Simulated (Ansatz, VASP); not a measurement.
## Si16Ni16H in VASP and in Ansatz

```
CELL_PARAMETERS angstrom
-5.13841 3.39706 5.59850
5.13841 -3.39706 5.59850
5.13841 3.39706 -5.59850
ATOMIC_POSITIONS crystal
Si 0.17167 0.20738 0.78652
Si 0.17444 0.70740 0.28616
Si 0.67166 0.20737 0.28656
Si 0.67209 0.70740 0.78383
Si 0.33602 0.29290 0.20771
Si 0.34612 0.80674 0.71146
Si 0.83503 0.29169 0.70750
Si 0.83623 0.79540 0.20995
Si 0.33882 0.11792 0.53796
Si 0.33701 0.61945 0.03962
Si 0.83081 0.11787 0.02994
Si 0.83063 0.61942 0.53325
Si 0.16981 0.36480 0.44589
Si 0.17357 0.88210 0.95933
Si 0.67318 0.38176 0.95942
Si 0.67421 0.88075 0.45742
Ni 0.47349 0.10354 0.88096
Ni 0.47118 0.59754 0.37720
Ni 0.97182 0.09706 0.37609
Ni 0.97267 0.59825 0.87644
Ni 0.03555 0.40311 0.11623
Ni 0.03720 0.90262 0.61739
Ni 0.53774 0.40313 0.61841
Ni 0.53607 0.90265 0.11627
Ni 0.03509 0.40894 0.62461
Ni 0.03630 0.91203 0.12659
Ni 0.53651 0.41357 0.12790
Ni 0.53928 0.91386 0.62544
Ni 0.47158 0.08766 0.36593
Ni 0.47339 0.59117 0.86879
Ni 0.97259 0.08767 0.86695
Ni 0.97316 0.59116 0.36854
H 0.19277 0.57761 0.63554
```

Alike in both runs: functional PBE; k mesh 1 × 1 × 1; occupations methfessel-paxton of order 1, width 0.1 eV; no spin polarisation.

Ansatz relaxed the structure, and its values are those at the end. VASP's run is a single point on that final structure, the one shown.

```csv
,VASP,Ansatz
version,VASP 6.6.1,Ansatz 0.2.0
potentials or method,"VASP PAW PBE potentials, release 64 (Si, Ni, H), cutoff 520 eV",plane-wave PAW DFT
valence electrons in the cell,225,353
```

|  | VASP | Ansatz | Ansatz less VASP |
| --- | --- | --- | --- |
| rms of the force components (eV/Å) | 0.007 | 0.004 | -0.0031 |

VASP's potentials hold 225 valence electrons a cell and Ansatz's 353, so a difference there can come from the potentials and not from the codes.
